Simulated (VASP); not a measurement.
# PbO (P6_3mc) in VASP: relaxation of shape and atoms at fixed volume with PBE

Aim: the relaxation of shape and atoms at fixed volume of PbO with PBE.

Everything below comes from runs of VASP 6.6.1. Logs are shortened: lines on timing, memory, paths and dates and some standing lists are left out, and cuts for length are marked.

### Step 1. The cell of the first run

The structure is hexagonal, space group P6_3mc (No. 186). Conventional cell: a = 4.292 Å, b = 4.292 Å, c = 6.162 Å, α = 90.00°, β = 90.00°, γ = 120.00°. Within 3.2 Å of Pb (site symmetry 3m) lie 4 O at 2.40 to 2.57 Å. Within 3.2 Å of O (site symmetry 3m) lie 4 Pb at 2.40 to 2.57 Å.

### Step 2. Relaxation of shape and atoms at fixed volume, PBE (24.58 Å³/atom)

INCAR

```
SYSTEM = PbO
ALGO     = Normal         ! electronic algorithm
EDIFF    = 1E-7           ! SCF threshold, eV
EDIFFG   = -0.01          ! ionic threshold
ENCUT    = 600            ! plane-wave cutoff, eV
GGA      = PE             ! functional
IBRION   = 2              ! ionic algorithm
ISIF     = 4              ! what is computed and relaxed
ISMEAR   = 0              ! smearing method
LASPH    = .TRUE.         ! aspherical terms in the spheres
LCHARG   = .FALSE.        ! write CHGCAR
LREAL    = .FALSE.        ! projectors in reciprocal space
LWAVE    = .FALSE.        ! write WAVECAR
NELM     = 80             ! most SCF steps
NSW      = 60             ! ionic steps
PREC     = Accurate       ! precision mode
SIGMA    = 0.05           ! smearing width, eV
```

KPOINTS

```
k-points
0
G
  10 10 6
  0 0 0
```

POSCAR

```
PbO
1.0
    4.2919635239      0.0000000000      0.0000000000
   -2.1459817619      3.7169494438      0.0000000000
    0.0000000000      0.0000000000      6.1621899373
Pb O
2 2
Direct
    0.6666666667      0.3333333333      0.0075952187
    0.3333333333      0.6666666667      0.5075952187
    0.6666666667      0.3333333333      0.6176047813
    0.3333333333      0.6666666667      0.1176047813
```

Potentials or basis: VASP PAW PBE potentials, release 64 (Pb_d, O).

Launch:

```sh
> cat potpaw_PBE.64/Pb_d/POTCAR potpaw_PBE.64/O/POTCAR > POTCAR
> mpirun -np 1 vasp_std > vasp.out
```

OUTCAR:

```text
SYSTEM = PbO
   EDIFF = 1E-7
   EDIFFG = -0.01
   ENCUT = 600
   GGA = PE
   IBRION = 2
   ISIF = 4
   ISMEAR = 0
   LASPH = .TRUE.
   LREAL = .FALSE.
   NELM = 80
   NSW = 60
   PREC = Accurate

 ion  position               nearest neighbor table
   1  0.667  0.333  0.008-   3 2.40   4 2.57   4 2.57   4 2.57   2 3.95   2 3.95   2 3.95   2 3.95
                             2 3.95   2 3.95
   2  0.333  0.667  0.508-   4 2.40   3 2.57   3 2.57   3 2.57   1 3.95   1 3.95   1 3.95   1 3.95
                             1 3.95   1 3.95
   3  0.667  0.333  0.618-   1 2.40   2 2.57   2 2.57   2 2.57
   4  0.333  0.667  0.118-   2 2.40   1 2.57   1 2.57   1 2.57

  LATTYP: Found a hexagonal cell.
 ALAT       =     4.2919635239
 C/A-ratio  =     1.4357507707

  Lattice vectors:

 A1 = (   4.2919635239,   0.0000000000,   0.0000000000)
 A2 = (  -2.1459817619,   3.7169494438,   0.0000000000)
 A3 = (   0.0000000000,   0.0000000000,   6.1621899373)

Analysis of symmetry for initial positions (statically):
=====================================================================
 Subroutine PRICEL returns:
 Original cell was already a primitive cell.

 Routine SETGRP: Setting up the symmetry group for a
 hexagonal supercell.

 Subroutine GETGRP returns: Found 12 space group operations
 (whereof  6 operations were pure point group operations)
 out of a pool of 24 trial point group operations.

The static configuration has the point symmetry C_3v.
 The point group associated with its full space group is C_6v.

Analysis of symmetry for dynamics (positions and initial velocities):
=====================================================================
 Subroutine PRICEL returns:
 Original cell was already a primitive cell.

 Routine SETGRP: Setting up the symmetry group for a
 hexagonal supercell.

 Subroutine GETGRP returns: Found 12 space group operations
 (whereof  6 operations were pure point group operations)
 out of a pool of 24 trial point group operations.

The dynamic configuration has the point symmetry C_3v.
 The point group associated with its full space group is C_6v.

 Subroutine INISYM returns: Found 12 space group operations
 (whereof  6 operations are pure point group operations),
 and found     1 'primitive' translations

----------------------------------------------------------------------------------------

                                     Primitive cell

[... 103 lines left out ...]
   TEBEG  =    0.0;   TEEND  =   0.0 temperature during run
   PSTRESS=    0.0 pullay stress
   NELECT =      40.0000    total number of electrons
   NUPDOWN=      -1.0000    fix difference up-down
   EMIN   =  10.00;   EMAX   =-10.00  energy-range for DOS
   EFERMI =   0.00;   METHOD = LEGACY
   ISMEAR =     0;   SIGMA  =   0.05  broadening in eV -4-tet -1-fermi 0-gaus
   EFERMI_NEDOS =   21; number of points for ismear=-14 and -15
   IALGO  =     38    algorithm
   IMIX   =      4    mixing-type and parameters
     AMIX     =   0.40;   BMIX     =  1.00
     AMIX_MAG =   1.60;   BMIX_MAG =  1.00
  volume/ion in A,a.u.               =      24.58       165.85
  Fermi-wavevector in a.u.,A,eV,Ry     =   1.213116  2.292456 20.023012  1.471650
  Thomas-Fermi vector in A             =   2.348578
   LORBIT       =      0    0 simple, 1 ext, 2 COOP (PROOUT), +10 PAW based schemes
   GGA     = PE    functional components
   LHFCALC =     F    Hartree Fock is set to
   AEXX    =    0.0000 exact exchange contribution
   IVDW    =     0    specifies the selected vdW correction
   LEPSILON=     F    determine dielectric tensor
   LRPA    =     F    only Hartree local field effects (RPA)
 conjugate gradient relaxation of ions
 non-spin polarized calculation
 Gauss-broadening in eV      SIGMA  =   0.05
  energy-cutoff  :      600.00
  volume of cell :       98.31
 maximum number of plane-waves:      3304
 NGX is ok and might be reduce to    36
   NGX = 17   NGY = 17   NGZ = 25

--------------------------------------- Ionic step        1  -------------------------------------------

 number of electron      40.0000003 magnetization

 Free energy of the ion-electron system (eV)
  ---------------------------------------------------
  ext. energy  EPLUGINS =         0.00000000
  ---------------------------------------------------
  free energy    TOTEN  =       -20.76626397 eV

  energy without entropy =      -20.76626397  energy(sigma->0) =      -20.76626397

------------------------ aborting loop because EDIFF is reached ----------------------------------------

  FORCE on cell =-STRESS in cart. coord.  units (eV):
  Direction    XX          YY          ZZ          XY          YZ          ZX
  --------------------------------------------------------------------------------------
  -------------------------------------------------------------------------------------
  Total       -2.8285902     -2.8285902     -2.8127782     -0.0000000     -0.0000000      0.0000000
  in kB      -46.1002055    -46.1002055    -45.8425018     -0.0000000     -0.0000000      0.0000000
  external PRESSURE =     -46.0143042 kB  Pullay stress =       0.0000000 kB
[... 253 lines left out ...]
--------------------------------------- Ionic step        8  -------------------------------------------

 number of electron      40.0000002 magnetization

 Free energy of the ion-electron system (eV)
  ---------------------------------------------------
  ext. energy  EPLUGINS =         0.00000000
  ---------------------------------------------------
  free energy    TOTEN  =       -20.76885541 eV

  energy without entropy =      -20.76885541  energy(sigma->0) =      -20.76885541

 E-fermi :   3.5548     XC(G=0):  -8.7832

 val. band max:        3.2866134735   @ k =   0.3000   0.3000   0.0000
 cond. band min:       5.2137815096   @ k =   0.5000  -0.0000   0.3333
 fundamental gap:      1.9271680361
 Fermi energy:         3.5547689955

 k-point     1 :       0.0000    0.0000    0.0000
  band No.  band energies     occupation
      1     -13.7963      2.00000
      2     -13.5023      2.00000
      3     -12.7760      2.00000
      4     -12.7760      2.00000
      5     -12.7686      2.00000
      6     -12.7686      2.00000
[... 637 lines left out ...]
     23       7.5717      0.00000
     24       8.0940      0.00000

 [... further k-points ...]

------------------------ aborting loop because EDIFF is reached ----------------------------------------

  FORCE on cell =-STRESS in cart. coord.  units (eV):
  Direction    XX          YY          ZZ          XY          YZ          ZX
  --------------------------------------------------------------------------------------
  -------------------------------------------------------------------------------------
  Total       -2.7109567     -2.7109567     -2.7058462      0.0000000      0.0000000      0.0000000
  in kB      -44.1830216    -44.1830216    -44.0997302      0.0000000      0.0000000      0.0000000
  external PRESSURE =     -44.1552578 kB  Pullay stress =       0.0000000 kB
[... 19 lines left out ...]
  FREE ENERGIE OF THE ION-ELECTRON SYSTEM (eV)
  ---------------------------------------------------
  free  energy   TOTEN  =       -20.7688554130 eV

  energy  without entropy=      -20.7688554130  energy(sigma->0) =      -20.76885541

 reached required accuracy - stopping structural energy minimisation
```

OSZICAR:

```text
N       E                     dE             d eps       ncg     rms          rms(c)
DAV:   1     0.480687357289E+03    0.48069E+03   -0.21780E+04  2688   0.205E+03
DAV:   2     0.452808576311E+02   -0.43541E+03   -0.42776E+03  2816   0.504E+02
DAV:   3    -0.234574907014E+02   -0.68738E+02   -0.66989E+02  3808   0.203E+02
[... 78 lines left out ...]
DAV:   5    -0.207688499907E+02   -0.27198E-05   -0.98916E-05  3664   0.105E-01    0.142E-02
DAV:   6    -0.207688555409E+02   -0.55501E-05   -0.27457E-05  3920   0.475E-02    0.659E-03
DAV:   7    -0.207688551112E+02    0.42966E-06   -0.82731E-06  3960   0.261E-02    0.262E-03
DAV:   8    -0.207688552893E+02   -0.17803E-06   -0.61922E-07  2760   0.630E-03    0.167E-03
DAV:   9    -0.207688553970E+02   -0.10779E-06   -0.29233E-07  2416   0.464E-03    0.498E-04
DAV:  10    -0.207688554130E+02   -0.15937E-07   -0.68472E-08  1888   0.215E-03
   8 F= -.20768855E+02 E0= -.20768855E+02  d E =-.117137E-02
```

CONTCAR:

```text
PbO
   1.00000000000000
     4.2592023311294396   -0.0000000000294276   -0.0000000000000000
    -2.1296011655405866    3.6885774186310765    0.0000000000000000
     0.0000000000000000   -0.0000000000000000    6.2573519398266075
  Pb              O
     2     2
Direct
     0.6666666667000030    0.3333333332999970    0.0042624476105007
     0.3333333332999970    0.6666666667000030    0.5042624476105008
     0.6666666667000030    0.3333333332999970    0.6209375523894988
     0.3333333332999970    0.6666666667000030    0.1209375523894988

  0.00000000E+00  0.00000000E+00  0.00000000E+00
  0.00000000E+00  0.00000000E+00  0.00000000E+00
  0.00000000E+00  0.00000000E+00  0.00000000E+00
  0.00000000E+00  0.00000000E+00  0.00000000E+00
```

Run time: 18 min. Hardware: 1 thread of Intel Xeon 8259CL, shared host; peak memory 0.34 GiB.

Results:

```yaml
Free_energy: -20.7689 eV
Energy_gained_by_relaxing: 0.6 meV/atom
Ionic_steps: 8
Pressure_after_relaxing: -4.4 GPa
Largest_force_after_relaxing: 0.003 eV/Å
Band_gap_on_the_k_mesh: 1.93 eV (least direct gap 2.40 eV)
```

Forces in eV/Å, atoms in the order of the input:
```
Pb   0.000  0.000  0.003
Pb   0.000  0.000  0.003
O    0.000  0.000 -0.003
O    0.000  0.000 -0.003
```

The path:
```csv
step,energy change (eV),largest force (eV/Å),pressure (GPa),volume (Å³)
1,0.0000,0.0610,-4.60,98.31
2,-0.0006,0.0453,-4.56,98.31
3,-0.0014,0.0096,-4.46,98.31
4,-0.0014,0.0022,-4.43,98.31
5,-0.0018,0.0018,-4.43,98.31
6,-0.0024,0.0019,-4.42,98.31
7,-0.0023,0.0056,-4.41,98.31
8,-0.0026,0.0032,-4.42,98.31
```

Final structure:
```
Pb O
1.0
     4.25920    0.00000    0.00000
    -2.12960    3.68858    0.00000
     0.00000    0.00000    6.25735
Pb O
2 2
Direct
  0.66667 0.33333 0.00426
  0.33333 0.66667 0.50426
  0.66667 0.33333 0.62094
  0.33333 0.66667 0.12094
```

Levels at points of the mesh, in eV from the valence-band top:
```csv
k point,band 18,band 19,band 20,band 21,band 22,band 23
"(0.00, 0.00, 0.00)",-1.72,-1.65,-1.65,3.24,4.62,4.62
"(0.50, 0.00, 0.00)",-1.98,-0.83,-0.37,2.14,2.82,4.41
"(0.00, 0.00, 0.50)",-1.94,-1.51,-1.51,3.32,3.32,4.82
"(0.50, 0.00, 0.50)",-2.39,-0.78,-0.78,1.97,1.97,4.77
```

Caveat: spin-orbit coupling is left out, which moves the levels of the heavy elements. A k mesh can miss the band edges.
